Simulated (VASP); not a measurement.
# Mg2Cl (Pnnm) in VASP: a series of runs, part 2 of 2

VASP 6.6.1. Earlier steps stand in the parts before.

**3. Single point, PBE**

Contents of INCAR:

```
SYSTEM = Mg2Cl
ALGO = Normal
EDIFF = 1E-6
ENCUT = 520
GGA = PE
ISIF = 2
ISMEAR = 0
LASPH = .True.
LCHARG = .True.
LELF = .True.
LREAL = .False.
LVHAR = .True.
LWAVE = .False.
NBANDS = 20
NELM = 60
PREC = Accurate
SIGMA = 0.1
```

Contents of KPOINTS:

```
k-points
0
Gamma
  4 4 4
  0 0 0
```

Contents of POSCAR:

```
Mg2Cl
1.0
    5.5727164222      0.0000000000      0.0000000000
    0.0000000000      8.1709773455      0.0000000000
    0.0000000000      0.0000000000      3.3573429242
Mg Cl
4 2
Direct
    0.3254795154      0.8496675442      0.5000000000
    0.8254795154      0.6503324558      0.0000000000
    0.6745204846      0.1503324558      0.5000000000
    0.1745204846      0.3496675442      0.0000000000
    0.5000000000      0.5000000000      0.5000000000
    0.0000000000      0.0000000000      0.0000000000
```

Potentials or basis: VASP PAW PBE potentials, release 64 (Mg, Cl).

Started as:

```sh
cat potpaw_PBE.64/Mg/POTCAR potpaw_PBE.64/Cl/POTCAR > POTCAR
mpirun -np 1 vasp_std > vasp.out
```

OUTCAR:

```text
SYSTEM = Mg2Cl
   EDIFF = 1E-6
   ENCUT = 520
   GGA = PE
   ISIF = 2
   ISMEAR = 0
   LASPH = .True.
   LREAL = .False.
   NELM = 60
   PREC = Accurate

 ion  position               nearest neighbor table
   1  0.325  0.850  0.500-   6 2.76   6 2.76   5 3.02   3 3.13   2 3.64   2 3.64   2 3.64   2 3.64

   2  0.825  0.650  0.000-   5 2.76   5 2.76   6 3.02   4 3.13   1 3.64   1 3.64   1 3.64   1 3.64

   3  0.675  0.150  0.500-   6 2.76   6 2.76   5 3.02   1 3.13   4 3.64   4 3.64   4 3.64   4 3.64

   4  0.175  0.350  0.000-   5 2.76   5 2.76   6 3.02   2 3.13   3 3.64   3 3.64   3 3.64   3 3.64

   5  0.500  0.500  0.500-   2 2.76   4 2.76   2 2.76   4 2.76   3 3.02   1 3.02
   6  0.000  0.000  0.000-   1 2.76   3 2.76   1 2.76   3 2.76   2 3.02   4 3.02

  LATTYP: Found a simple orthorhombic cell.
 ALAT       =     3.3573429242
 B/A-ratio  =     1.6598591648
 C/A-ratio  =     2.4337631067

  Lattice vectors:

 A1 = (   0.0000000000,   0.0000000000,   3.3573429242)
 A2 = (   5.5727164222,   0.0000000000,   0.0000000000)
 A3 = (   0.0000000000,   8.1709773455,   0.0000000000)

Analysis of symmetry for initial positions (statically):
=====================================================================
 Subroutine PRICEL returns:
 Original cell was already a primitive cell.

 Routine SETGRP: Setting up the symmetry group for a
 simple orthorhombic supercell.

 Subroutine GETGRP returns: Found  8 space group operations
 (whereof  4 operations were pure point group operations)
 out of a pool of  8 trial point group operations.

The static configuration has the point symmetry C_2h.
 The point group associated with its full space group is D_2h.

Analysis of symmetry for dynamics (positions and initial velocities):
[... 139 lines left out ...]
     AMIX     =   0.40;   BMIX     =  1.00
     AMIX_MAG =   1.60;   BMIX_MAG =  1.00
  volume/ion in A,a.u.               =      25.48       171.94
  Fermi-wavevector in a.u.,A,eV,Ry     =   0.857900  1.621197 10.013793  0.735993
  Thomas-Fermi vector in A             =   1.975024
   LORBIT       =      0    0 simple, 1 ext, 2 COOP (PROOUT), +10 PAW based schemes
   GGA     = PE    functional components
   LHFCALC =     F    Hartree Fock is set to
   AEXX    =    0.0000 exact exchange contribution
   IVDW    =     0    specifies the selected vdW correction
   LEPSILON=     F    determine dielectric tensor
   LRPA    =     F    only Hartree local field effects (RPA)
 non-spin polarized calculation
 Gauss-broadening in eV      SIGMA  =   0.10
  energy-cutoff  :      520.00
  volume of cell :      152.88
 maximum number of plane-waves:      4140
 NGX is ok and might be reduce to    42
   NGX = 21   NGY = 31   NGZ = 13

 number of electron      22.0000001 magnetization

 Free energy of the ion-electron system (eV)
  ---------------------------------------------------
  ext. energy  EPLUGINS =         0.00000000
  ---------------------------------------------------
  free energy    TOTEN  =       -11.80234822 eV

  energy without entropy =      -11.78521128  energy(sigma->0) =      -11.79377975

 E-fermi :   2.6284     XC(G=0):  -8.2343

 val. band max:        2.6005474535   @ k =   0.0000   0.2500   0.2500
 cond. band min:       2.6286461424   @ k =   0.0000   0.0000   0.2500
 fundamental gap:      0.0280986888
 Fermi energy:         2.6284468075

 k-point     1 :       0.0000    0.0000    0.0000
  band No.  band energies     occupation
      1     -14.1566      2.00000
      2     -14.1078      2.00000
      3      -3.8912      2.00000
      4      -3.3451      2.00000
      5      -2.6533      2.00000
      6      -2.5061      2.00000
[... 541 lines left out ...]
     19       7.5426      0.00000
     20       7.5426      0.00000

 [... further k-points ...]

------------------------ aborting loop because EDIFF is reached ----------------------------------------

  FORCE on cell =-STRESS in cart. coord.  units (eV):
  Direction    XX          YY          ZZ          XY          YZ          ZX
  --------------------------------------------------------------------------------------
  -------------------------------------------------------------------------------------
  Total       -0.1942133     -0.0003040     -0.1460216      0.0000000      0.0000000      0.0000000
  in kB       -2.0354146     -0.0031861     -1.5303510      0.0000000      0.0000000      0.0000000
  external PRESSURE =      -1.1896506 kB  Pullay stress =       0.0000000 kB

 VOLUME and BASIS-vectors are now :
 -----------------------------------------------------------------------------
  energy-cutoff  :      520.00
  volume of cell :      152.88
      direct lattice vectors                 reciprocal lattice vectors
     5.572716422  0.000000000  0.000000000     0.179445700  0.000000000  0.000000000
     0.000000000  8.170977346  0.000000000     0.000000000  0.122384380  0.000000000
     0.000000000  0.000000000  3.357342924     0.000000000  0.000000000  0.297854590

 POSITION                                       TOTAL-FORCE (eV/Angst)
 -----------------------------------------------------------------------------------
      1.81381      6.94261      1.67867        -0.035663     -0.012367     -0.000000
      4.60016      5.31385      0.00000        -0.035663      0.012367      0.000000
      3.75891      1.22836      1.67867         0.035663      0.012367      0.000000
      0.97255      2.85713      0.00000         0.035663     -0.012367      0.000000
      2.78636      4.08549      1.67867         0.000000     -0.000000      0.000000
      0.00000      0.00000      0.00000         0.000000     -0.000000      0.000000
 -----------------------------------------------------------------------------------
    total drift:                                0.000000     -0.000000     -0.000000

  FREE ENERGIE OF THE ION-ELECTRON SYSTEM (eV)
  ---------------------------------------------------
  free  energy   TOTEN  =       -11.8023482212 eV

  energy  without entropy=      -11.7852112837  energy(sigma->0) =      -11.79377975
```

OSZICAR:

```text
N       E                     dE             d eps       ncg     rms          rms(c)
DAV:   1     0.873061054263E+02    0.87306E+02   -0.75818E+03  1080   0.846E+02
DAV:   2    -0.437829284241E+00   -0.87744E+02   -0.82543E+02  1444   0.135E+02
DAV:   3    -0.120723250757E+02   -0.11634E+02   -0.11550E+02  1308   0.504E+01
DAV:   4    -0.122338062226E+02   -0.16148E+00   -0.16133E+00  1344   0.704E+00
DAV:   5    -0.122359914992E+02   -0.21853E-02   -0.21851E-02  1336   0.855E-01    0.104E+01
DAV:   6    -0.118507704941E+02    0.38522E+00   -0.64646E-01  1316   0.380E+00    0.646E+00
DAV:   7    -0.118149103391E+02    0.35860E-01   -0.37830E-01  1196   0.262E+00    0.102E+00
DAV:   8    -0.118031983117E+02    0.11712E-01   -0.57271E-02  1232   0.115E+00    0.395E-01
DAV:   9    -0.118023591873E+02    0.83912E-03   -0.87394E-03  1196   0.537E-01    0.215E-01
DAV:  10    -0.118023456831E+02    0.13504E-04   -0.21814E-04  1272   0.837E-02    0.109E-01
DAV:  11    -0.118023498404E+02   -0.41573E-05   -0.66451E-05  1288   0.416E-02    0.208E-02
DAV:  12    -0.118023483647E+02    0.14757E-05   -0.16756E-05  1256   0.201E-02    0.113E-02
DAV:  13    -0.118023482212E+02    0.14349E-06   -0.10978E-06   792   0.492E-03
   1 F= -.11802348E+02 E0= -.11793780E+02  d E =-.171369E-01
```

stdout:

```text
POSCAR found type information on POSCAR MgCl
 POSCAR found :  2 types and       6 ions
 scaLAPACK will be used
 LDA part: xc-table for (Slater+PW92), standard interpolation
 POSCAR, INCAR and KPOINTS ok, starting setup
 FFT: planning ... GRIDC
 FFT: planning ... GRID_SOFT
 FFT: planning ... GRID
 WAVECAR not read
 entering main loop
```

Wall time 47 s (1 thread of Intel Xeon 6975P-C (Granite Rapids), shared host); peak memory 0.28 GiB.

Results:

* Free energy: -11.8023 eV
* Pressure: -0.1 GPa
* Largest force: 0.038 eV/Å
* Band gap on the k mesh: zero (bands 11 and 12 overlap by 1.76 eV)

Forces in eV/Å, atoms in the order of the input:
```
Mg  -0.036 -0.012  0.000
Mg  -0.036  0.012  0.000
Mg   0.036  0.012  0.000
Mg   0.036 -0.012  0.000
Cl   0.000  0.000  0.000
Cl   0.000  0.000  0.000
```

Stress tensor (GPa, compression positive):
```
-0.20  0.00  0.00
 0.00  0.00  0.00
 0.00  0.00 -0.15
```

Caveat: the k points lie up to 0.47 Å⁻¹ apart, too coarse for converged energies and pressures of a metal.

**4. Single point, PBE**

This run uses another cell than the first one, of 22.19 Å³/atom.

Contents of INCAR:

```
ALGO = Normal
EDIFF = 1E-7
ENCUT = 520
GGA = PE
ISIF = 2
ISMEAR = 0
LASPH = T
LCHARG = F
LREAL = F
LWAVE = F
NBANDS = 20
NELM = 60
PREC = Accurate
SIGMA = 0.1
```

Contents of KPOINTS:

```
k-points
0
Gamma
  4 4 6
```

Contents of POSCAR:

```
Mg2Cl
1.0
    5.7683217410      0.0000000000      0.0000000000
    0.0000000000      5.9439597428      0.0000000000
    0.0000000000      0.0000000000      3.8825242488
Mg Cl
4 2
Direct
    0.2250000000      0.8250000000      0.5000000000
    0.7250000000      0.6750000000      0.0000000000
    0.7750000000      0.1750000000      0.5000000000
    0.2750000000      0.3250000000      0.0000000000
    0.5000000000      0.5000000000      0.5000000000
    0.0000000000      0.0000000000      0.0000000000
```

Started as:

```sh
cat potpaw_PBE.64/Mg/POTCAR potpaw_PBE.64/Cl/POTCAR > POTCAR
mpirun -np 1 vasp_std > vasp.out
```

Run time: 42 s. Hardware: 1 thread of Intel Xeon 6975P-C (Granite Rapids), shared host; peak memory 0.28 GiB.

Results (log left out):

```
Free energy            : -9.5105 eV
Pressure               : 7.1 GPa
Largest force          : 0.658 eV/Å
Band gap on the k mesh : zero (bands 11 and 12 overlap by 1.56 eV)
```

Forces in eV/Å, atoms in the order of the input:
```
Mg   0.653 -0.083  0.000
Mg   0.653  0.083  0.000
Mg  -0.653  0.083  0.000
Mg  -0.653 -0.083  0.000
Cl   0.000  0.000  0.000
Cl   0.000  0.000  0.000
```

Stress tensor (GPa, compression positive):
```
6.09 0.00 0.00
0.00 8.44 0.00
0.00 0.00 6.63
```

Levels at points of the mesh, in eV from the Fermi level:
| k point | band 7 | band 8 | band 9 | band 10 | band 11 | band 12 | band 13 | band 14 | band 15 | band 16 |
| --- | --- | --- | --- | --- | --- | --- | --- | --- | --- | --- |
| (0.00, 0.00, 0.00) | -7.33 | -7.17 | -4.28 | -2.11 | -0.27 | 0.82 | 1.48 | 1.76 | 1.86 | 3.84 |
| (0.50, 0.00, 0.00) | -7.25 | -7.25 | -2.41 | -2.41 | 0.05 | 0.05 | 0.96 | 0.96 | 2.38 | 2.38 |
| (0.00, 0.50, 0.00) | -7.25 | -7.25 | -2.49 | -2.49 | 0.08 | 0.08 | 1.18 | 1.18 | 2.06 | 2.06 |
| (0.50, 0.50, 0.00) | -7.24 | -7.24 | -1.94 | -1.94 | -0.96 | -0.96 | 1.85 | 1.85 | 2.75 | 2.75 |
| (0.00, 0.00, 0.50) | -7.45 | -7.45 | -1.18 | -1.18 | 0.24 | 0.24 | 0.32 | 0.32 | 0.77 | 0.77 |
| (0.50, 0.00, 0.50) | -7.44 | -7.44 | -1.79 | -1.79 | -0.08 | -0.08 | 0.59 | 0.59 | 3.31 | 3.31 |
| (0.00, 0.50, 0.50) | -7.43 | -7.43 | -1.64 | -1.64 | 0.13 | 0.13 | 0.28 | 0.28 | 3.16 | 3.16 |
| (0.50, 0.50, 0.50) | -7.55 | -7.55 | -0.85 | -0.85 | -0.56 | -0.56 | 1.09 | 1.09 | 1.74 | 1.74 |

Caveat: the cell stands under pressure.

**5. Overview**

| cell | k mesh | gap on the mesh (eV) | pressure (GPa) | largest force (eV/Å) |
| --- | --- | --- | --- | --- |
| a = 5.613, b = 8.199, c = 3.316 Å, 6 atoms, atomic positions A | 4 × 2 × 6 | none | -0.1 | 0.03 |
| a = 5.573, b = 8.171, c = 3.357 Å, 6 atoms, atomic positions B | 4 × 4 × 4 | none | -0.1 | 0.04 |
| a = 5.768, b = 5.944, c = 3.883 Å, 6 atoms, atomic positions C | 4 × 4 × 6 | none | 7.1 | 0.66 |

Alike in all rows: task single point; level PBE; potentials or basis VASP PAW PBE potentials, release 64 (Mg, Cl); no spin polarisation; cutoff (eV) 520; smearing gaussian 0.1 eV.

Caveats: some runs use coarse meshes; the cell stands under pressure (at least some runs).

Total energies depend on the potentials used, so only differences within one code and one set of settings carry meaning.

The gap in the log of VASP goes by the Fermi energy; the results here count the filled bands.